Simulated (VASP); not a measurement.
AlZn4Ga7O16, 56 atoms in the cell. The typed cell holds 56 atoms: a = 8.310 Å, b = 8.310 Å, c = 8.310 Å, α = 90.00°, β = 90.00°, γ = 90.00°. 

```yaml
Program: VASP 6.6.1
Task: single point
Functional: PBEsol
Potentials_or_basis: VASP PAW PBE potentials, release 64 (Zn, Ga_d, O, Al)
Cutoff: 520 eV
k_mesh: 1 × 1 × 1, shifted
Occupations: fermi-dirac, width 0.05 eV
Spin: no spin polarisation
Dipole_correction: no
Further_INCAR_settings: LREAL = Auto; ALGO = Normal; EDIFF = 1e-06; NBANDS = 272; ISYM = 0
```

Potentials or basis: VASP PAW PBE potentials, release 64 (Zn, Ga_d, O, Al).

Command:

```console
$ cat potpaw_PBE.64/Zn/POTCAR potpaw_PBE.64/Ga_d/POTCAR potpaw_PBE.64/O/POTCAR potpaw_PBE.64/Al/POTCAR > POTCAR
$ mpirun -np 1 vasp_std > vasp.out
```

Hardware: 1 thread of Intel(R) Xeon(R) Platinum 8488C (Sapphire Rapids), on a shared host.

Problem. How long does it take, and how much memory?

Solution. Run time: 24 min on 1 thread of Intel(R) Xeon(R) Platinum 8488C (Sapphire Rapids), with other jobs on the host, peak memory 0.82 GiB. Counts: scf iterations 19, k points 4.
